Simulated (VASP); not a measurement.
A run of VASP 6.6.1 is set up as follows.

File INCAR:

```
  PREC = Accurate
  ENCUT = 520
  EDIFF = 1E-7
  ISMEAR = -1
  SIGMA = 0.0104
  LREAL = False
  LASPH = True
  NELM = 150
  ALGO = Normal
  ISIF = 2
  LWAVE = False
  LCHARG = False
  ISPIN = 2
  MAGMOM = 0 0 0 0 0 0
  LORBIT = 11
  LMAXMIX = 6
  GGA = PS
  IVDW = 12
  NBANDS = 38
```

KPOINTS

```
regular mesh
0
Gamma
  4 4 3
```

File POSCAR:

```
LaAl2SiRu2
1.0
    4.3656722034      0.0000000000      0.0000000000
    0.0000000000      4.3656722034      0.0000000000
    0.0000000000      0.0000000000      5.7534093214
La Si Al Ru
1 1 2 2
Direct
    0.0000000000      0.0000000000      0.5000000000
    0.0000000000      0.0000000000      0.0000000000
    0.5000000000      0.5000000000      0.2572798594
    0.5000000000      0.5000000000      0.7427201406
    0.0000000000      0.5000000000      0.0000000000
    0.5000000000      0.0000000000      0.0000000000
```

Potentials or basis: VASP PAW PBE potentials, release 64 (La, Si, Al, Ru_pv).

The run is started by

```bash
$ cat potpaw_PBE.64/La/POTCAR potpaw_PBE.64/Si/POTCAR potpaw_PBE.64/Al/POTCAR potpaw_PBE.64/Ru_pv/POTCAR > POTCAR
$ mpirun -np 1 vasp_std > vasp.out
```

What does it give for the net moment?

0.00 μB per cell.

What does it give for the largest force?

0.005 eV/Å.

Stress tensor (GPa, compression positive):
```
-0.48  0.00  0.00
 0.00 -0.48  0.00
 0.00  0.00 -0.66
```

Caveat: the k points lie up to 0.36 Å⁻¹ apart; three body term missing; no moment was typed at the start, so none could form; the PAW data sets were made with another functional, which shifts forces and pressure a little.
